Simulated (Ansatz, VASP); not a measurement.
# Two plane-wave programs on La2Ga4Cu

```
La Cu Ga
1.0
     0.00000    4.59156    0.00000
     4.59156    0.00000    0.00000
     2.29578    2.29578   -7.14495
La Cu Ga
2 1 4
Direct
  0.35100 0.35100 0.29800
  0.64900 0.64900 0.70200
  0.00000 0.00000 0.00000
  0.50000 0.00000 0.00000
  0.00000 0.50000 0.00000
  0.75000 0.25000 0.50000
  0.25000 0.75000 0.50000
```

Alike in both runs: task relaxation of cell and atoms; functional PBEsol; k mesh 4 × 4 × 4; no spin polarisation.

```csv
,VASP,Ansatz
version,VASP 6.6.1,Ansatz 0.2.0
potentials or method,"VASP PAW PBE potentials, release 64 (La, Cu, Ga_d), cutoff 600 eV",PAW plane waves
occupations,"fermi-dirac, width 0.1 eV",fermi-dirac
valence electrons in the cell,85,93
```

|  | VASP | Ansatz | Ansatz less VASP |
| --- | --- | --- | --- |
| gap on the k mesh at the Fermi level, each at its own relaxed structure (eV) | none | none | - |
| relaxed volume (Å³/atom) | 24.67 | 24.67 | +0.001 |
| relaxed cell length with the largest relative difference (Å) | 8.806 | 8.819 | +0.0132 |

VASP's potentials were made for PBE, not for PBEsol. A gap of «none» marks a metal or a gap that the smearing closes. VASP's potentials hold 85 valence electrons a cell and Ansatz's 93, so a difference there can come from the potentials and not from the codes.

Neither program's run includes spin-orbit coupling.
